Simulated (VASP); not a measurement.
# MnO (Fm-3m) in VASP: single point with PBE

Aim: the single point of MnO with PBE.

All numbers are computed with VASP 6.6.1; they aren't measurements. Logs are shortened: lines on timing, memory, paths and dates and some standing lists are left out, and cuts for length are marked.

**1. The cell of the first run**

The structure is cubic, space group Fm-3m (No. 225). Conventional cell: a = 4.445 Å, b = 4.445 Å, c = 4.445 Å, α = 90.00°, β = 90.00°, γ = 90.00°. Within 2.9 Å of Mn (site symmetry m-3m) lie 6 O at 2.22 Å. Within 2.9 Å of O (site symmetry m-3m) lie 6 Mn at 2.22 Å.

**2. Single point, PBE, collinear spin, ferromagnetic start**

File INCAR:

```
ALGO     = Normal         # electronic algorithm
EDIFF    = 1E-6           # SCF threshold, eV
ENCUT    = 600            # plane-wave cutoff, eV
GGA      = PE             # functional
GGA_COMPAT= False        
ISIF     = 2              # what is computed and relaxed
ISMEAR   = -1             # smearing method
ISPIN    = 2              # spin polarisation
LASPH    = True           # aspherical terms in the spheres
LCHARG   = True           # write CHGCAR
LELF     = True           # ELF
LMAXMIX  = 4              # l up to which the mixer works
LORBIT   = 11             # projections on sites
LREAL    = False          # projectors in reciprocal space
LVHAR    = True         
LWAVE    = False          # write WAVECAR
MAGMOM   = 5 0            # initial moments
NBANDS   = 20             # bands
NELM     = 200            # most SCF steps
PREC     = Accurate       # precision mode
SIGMA    = 0.05           # smearing width, eV
```

File KPOINTS:

```
k-points
0
Gamma
  4 4 4
```

File POSCAR:

```
MnO
1.0
    0.0000000000      2.2225000000      2.2225000000
    2.2225000000      0.0000000000      2.2225000000
    2.2225000000      2.2225000000      0.0000000000
Mn O
1 1
Direct
    0.0000000000      0.0000000000      0.0000000000
    0.5000000000      0.5000000000      0.5000000000
```

Potentials or basis: VASP PAW PBE potentials, release 64 (Mn_pv, O).

Command:

```bash
cat potpaw_PBE.64/Mn_pv/POTCAR potpaw_PBE.64/O/POTCAR > POTCAR
mpirun -np 1 vasp_std > vasp.out
```

OUTCAR:

```text
EDIFF = 1E-6
   ENCUT = 600
   GGA = PE
   ISIF = 2
   ISMEAR = -1
   ISPIN = 2
   LASPH = True
   LORBIT = 11
   LREAL = False
   NELM = 200
   PREC = Accurate

 ion  position               nearest neighbor table
   1  0.000  0.000  0.000-   2 2.22   2 2.22   2 2.22   2 2.22   2 2.22   2 2.22
   2  0.500  0.500  0.500-   1 2.22   1 2.22   1 2.22   1 2.22   1 2.22   1 2.22

  LATTYP: Found a face centered cubic cell.
 ALAT       =     4.4450000000

  Lattice vectors:

 A1 = (   0.0000000000,   2.2225000000,   2.2225000000)
 A2 = (   2.2225000000,   0.0000000000,   2.2225000000)
 A3 = (   2.2225000000,   2.2225000000,   0.0000000000)

Analysis of symmetry for initial positions (statically):
=====================================================================
 Subroutine PRICEL returns:
 Original cell was already a primitive cell.

 Routine SETGRP: Setting up the symmetry group for a
 face centered cubic supercell.

 Subroutine GETGRP returns: Found 48 space group operations
 (whereof 48 operations were pure point group operations)
 out of a pool of 48 trial point group operations.

The static configuration has the point symmetry O_h .

Analysis of symmetry for dynamics (positions and initial velocities):
=====================================================================
 Subroutine PRICEL returns:
 Original cell was already a primitive cell.

 Routine SETGRP: Setting up the symmetry group for a
 face centered cubic supercell.

 Subroutine GETGRP returns: Found 48 space group operations
 (whereof 48 operations were pure point group operations)
 out of a pool of 48 trial point group operations.

The dynamic configuration has the point symmetry O_h .

Analysis of structural, dynamic, and magnetic symmetry:
=====================================================================
 Subroutine PRICEL returns:
 Original cell was already a primitive cell.

 Routine SETGRP: Setting up the symmetry group for a
 face centered cubic supercell.

 Subroutine GETGRP returns: Found 48 space group operations
 (whereof 48 operations were pure point group operations)
 out of a pool of 48 trial point group operations.

The overall configuration has the point symmetry O_h .

 Subroutine INISYM returns: Found 48 space group operations
 (whereof 48 operations are pure point group operations),
 and found     1 'primitive' translations

[... 94 lines left out ...]
   IALGO  =     38    algorithm
   IMIX   =      4    mixing-type and parameters
     AMIX     =   0.40;   BMIX     =  1.00
     AMIX_MAG =   1.60;   BMIX_MAG =  1.00
  volume/ion in A,a.u.               =      10.98        74.08
  Fermi-wavevector in a.u.,A,eV,Ry     =   1.560059  2.948083 33.113628  2.433783
  Thomas-Fermi vector in A             =   2.663326
   LORBIT       =     11    0 simple, 1 ext, 2 COOP (PROOUT), +10 PAW based schemes
   GGA     = PE    functional components
   LHFCALC =     F    Hartree Fock is set to
   AEXX    =    0.0000 exact exchange contribution
   IVDW    =     0    specifies the selected vdW correction
   LEPSILON=     F    determine dielectric tensor
   LRPA    =     F    only Hartree local field effects (RPA)
 spin polarized calculation
  energy-cutoff  :      600.00
  volume of cell :       21.96
 maximum number of plane-waves:       754
 NGX is ok and might be reduce to    28
   NGX = 13   NGY = 13   NGZ = 13

 number of electron      18.9999998 magnetization       4.7189217

 Free energy of the ion-electron system (eV)
  ---------------------------------------------------
  ext. energy  EPLUGINS =         0.00000000
  ---------------------------------------------------
  free energy    TOTEN  =       -16.43163514 eV

  energy without entropy =      -16.42122941  energy(sigma->0) =      -16.42643228

 E-fermi :   7.6989     XC(G=0): -11.8726

 val. band max:        7.6754029437   @ k =  -0.2500   0.2500   0.0000
 cond. band min:       7.7348401227   @ k =   0.5000   0.0000   0.0000
 fundamental gap:      0.0594371789
 Fermi energy:         7.6988750675

 spin component 1

 k-point     1 :       0.0000    0.0000    0.0000
  band No.  band energies     occupation
      1     -42.8336      1.00000
      2     -42.8336      1.00000
      3     -42.8336      1.00000
      4     -12.7495      1.00000
      5       3.7725      1.00000
      6       3.7725      1.00000
[... 160 lines left out ...]
      6       1.1097      1.00000
[... 12 lines left out ...]
     19      33.9233      0.00000
     20      34.1539      0.00000
 Fermi energy:         7.6988750675

 spin component 2

 k-point     1 :       0.0000    0.0000    0.0000
  band No.  band energies     occupation
      1     -38.2143      1.00000
      2     -38.2143      1.00000
      3     -38.2143      1.00000
      4     -12.3209      1.00000
      5       4.1458      1.00000
      6       4.1458      1.00000
[... 173 lines left out ...]
     19      35.1450      0.00000
     20      35.3801      0.00000

------------------------ aborting loop because EDIFF is reached ----------------------------------------

  FORCE on cell =-STRESS in cart. coord.  units (eV):
  Direction    XX          YY          ZZ          XY          YZ          ZX
  --------------------------------------------------------------------------------------
  -------------------------------------------------------------------------------------
  Total       -0.1785196     -0.1785196     -0.1785196      0.0000000      0.0000000      0.0000000
  in kB      -13.0268995    -13.0268995    -13.0268995      0.0000000      0.0000000      0.0000000
  external PRESSURE =     -13.0268995 kB  Pullay stress =       0.0000000 kB

 VOLUME and BASIS-vectors are now :
 -----------------------------------------------------------------------------
  energy-cutoff  :      600.00
  volume of cell :       21.96
      direct lattice vectors                 reciprocal lattice vectors
     0.000000000  2.222500000  2.222500000    -0.224971879  0.224971879  0.224971879
     2.222500000  0.000000000  2.222500000     0.224971879 -0.224971879  0.224971879
     2.222500000  2.222500000  0.000000000     0.224971879  0.224971879 -0.224971879

 POSITION                                       TOTAL-FORCE (eV/Angst)
 -----------------------------------------------------------------------------------
      0.00000      0.00000      0.00000         0.000000      0.000000      0.000000
      2.22250      2.22250      2.22250        -0.000000     -0.000000     -0.000000
 -----------------------------------------------------------------------------------
    total drift:                                0.000000      0.000000      0.000000

  FREE ENERGIE OF THE ION-ELECTRON SYSTEM (eV)
  ---------------------------------------------------
  free  energy   TOTEN  =       -16.4316351363 eV

  energy  without entropy=      -16.4212294138  energy(sigma->0) =      -16.42643228

 total charge

# of ion       s       p       d       tot
------------------------------------------
    1        0.204   6.175   4.976  11.355
    2        1.559   3.412   0.000   4.971
--------------------------------------------------
tot          1.764   9.586   4.976  16.326

 magnetization (x)

# of ion       s       p       d       tot
------------------------------------------
    1        0.037   0.025   4.229   4.291
    2        0.032   0.163   0.000   0.195
--------------------------------------------------
tot          0.069   0.188   4.229   4.486
```

Run time: 31 s. Hardware: 1 thread of Intel Xeon 8259CL, shared host; peak memory 0.17 GiB.

What came out:

```
Free energy                                           : -16.4316 eV
Pressure                                              : -1.3 GPa
Net moment                                            : 4.72 μB per cell
Site moments                                          : Mn +4.29; O +0.20 μB
Valence electrons inside the program's atomic spheres : Mn 11.36; O 4.97
```

Levels at points of the mesh, in eV from the Fermi level:
Spin up:
```tsv
k point	band 8	band 9	band 10	band 11	band 12	band 13	band 14	band 15	band 16	band 17
(0.00, 0.00, 0.00)	-3.37	-3.37	-3.37	-2.85	-2.85	-0.67	13.82	16.19	16.19	16.19
(0.50, 0.00, 0.00)	-2.48	-2.48	-2.04	0.04	0.04	3.33	7.57	11.73	11.73	18.32
(0.50, 0.50, 0.00)	-4.37	-2.42	-2.21	-2.21	-2.08	4.87	7.65	10.26	13.50	13.50
```
Spin down:
| k point | band 5 | band 6 | band 7 | band 8 | band 9 | band 10 |
| --- | --- | --- | --- | --- | --- | --- |
| (0.00, 0.00, 0.00) | -3.55 | -3.55 | -3.55 | 0.55 | 0.55 | 0.55 |
| (0.50, 0.00, 0.00) | -7.55 | -5.04 | -5.04 | 1.73 | 1.77 | 1.77 |
| (0.50, 0.50, 0.00) | -6.60 | -4.53 | -4.53 | -1.02 | 1.76 | 1.96 |

Caveat: the k points lie up to 0.61 Å⁻¹ apart; a cell with one magnetic atom can't hold antiferromagnetic order, which such compounds often take; semilocal functionals often make such compounds metallic where correlation or magnetic order opens a gap, which also shifts bond lengths. With open d or f shells a metallic result of PBE can be an artefact of self-interaction; +U or a hybrid may open a gap.
